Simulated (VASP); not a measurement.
Input of a VASP 6.6.1 run:

INCAR

```
PREC = Accurate
ENCUT = 500
EDIFF = 1E-6
ISMEAR = -1
SIGMA = 0.02
LREAL = False
LASPH = True
NELM = 120
ALGO = Normal
ISIF = 2
LWAVE = False
LCHARG = False
GGA = PE
NBANDS = 16
GGA_COMPAT = False
```

The input KPOINTS:

```
regular mesh
0
Gamma
  8 8 8
```

File POSCAR:

```
GaAs
1.0
    3.3629843971      0.0000000000      0.0000000000
    0.0000000000      3.3629843971      0.0000000000
    0.0000000000      0.0000000000      3.3629843971
Ga As
1 1
Direct
    0.0000000000      0.0000000000      0.0000000000
    0.5000000000      0.5000000000      0.5000000000
```

Potentials or basis: VASP PAW PBE potentials, release 64 (Ga_d, As).

Run with:

```console
$ cat potpaw_PBE.64/Ga_d/POTCAR potpaw_PBE.64/As/POTCAR > POTCAR
$ mpirun -np 1 vasp_std > vasp.out
```

Question: Estimate the pressure.

Answer: 0.1 GPa.

Question: Estimate the band gap on the k mesh.

Answer: Zero (band 9 reaches 7.28 eV, above the bottom of band 10 at 3.55 eV).
